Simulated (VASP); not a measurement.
Wanted: the native input for a VASP 6.6.1 run.

```
Task                   : relaxation of cell and atoms
Functional             : PBEsol
Dispersion             : D3(BJ)
Potentials or basis    : VASP PAW PBE potentials, release 64 (Hf_pv)
Cutoff                 : 600 eV
k mesh                 : 6 × 6 × 9
Occupations            : fermi-dirac, width 0.05 eV
Spin                   : no spin polarisation
Dipole correction      : no
Further INCAR settings : ALGO = Normal; EDIFF = 1e-06; IBRION = 2; EDIFFG = -0.01; NSW = 60; ISIF = 3
```

The structure of Hf lies in POSCAR:

```
Hf
1.0
    4.9623295440      0.0000000000      0.0000000000
   -2.4811647720      4.2975034470      0.0000000000
    0.0000000000      0.0000000000      3.0862322500
Hf
3
Direct
    0.0000000000      0.0000000000      0.0000000000
    0.3333333333      0.6666666667      0.5000000000
    0.6666666667      0.3333333333      0.5000000000
```

The input as run:

INCAR

```
SYSTEM = Hf
PREC = Accurate ; ENCUT = 600
EDIFF = 1E-6 ; ISMEAR = -1
SIGMA = 0.05 ; LREAL = .False.
LASPH = .True. ; NELM = 60
ALGO = Normal ; ISIF = 3
LWAVE = .False. ; LCHARG = .False.
GGA = PS ; IVDW = 12
IBRION = 2 ; NSW = 60
EDIFFG = -0.01
```

KPOINTS

```
regular mesh
0
Gamma
  6 6 9
  0 0 0
```

Potentials or basis: VASP PAW PBE potentials, release 64 (Hf_pv).

The run is started by

```sh
$ cat potpaw_PBE.64/Hf_pv/POTCAR > POTCAR
$ mpirun -np 1 vasp_std > vasp.out
```

Results of the run:

- Relaxed volume: 20.59 Å³/atom
- Relaxed cell: a = 4.851 Å, b = 4.851 Å, c = 3.031 Å, α = 90.00°, β = 90.00°, γ = 120.00°
- Space group after relaxing (to 0.05 Å): P6/mmm (No. 191)
- Energy gained by relaxing: 30.5 meV/atom
- Ionic steps: 5
- Pressure after relaxing: 0.0 GPa
- Band gap on the k mesh: zero (band 15 reaches 5.46 eV, above the bottom of band 16 at 4.58 eV)
- Dispersion energy per atom: -0.557 eV

Caveat: the PAW data sets were made with another functional, which shifts forces and pressure a little; spin-orbit coupling is left out, which moves the levels of the heavy elements; pairwise dispersion overbinds metals, which lowers pressure and volume.

It took 2.2 min on 1 thread of Intel(R) Xeon(R) Platinum 8259CL CPU @ 2.50GHz (Skylake/Cascade Lake), on a shared host, peak memory 0.24 GiB.
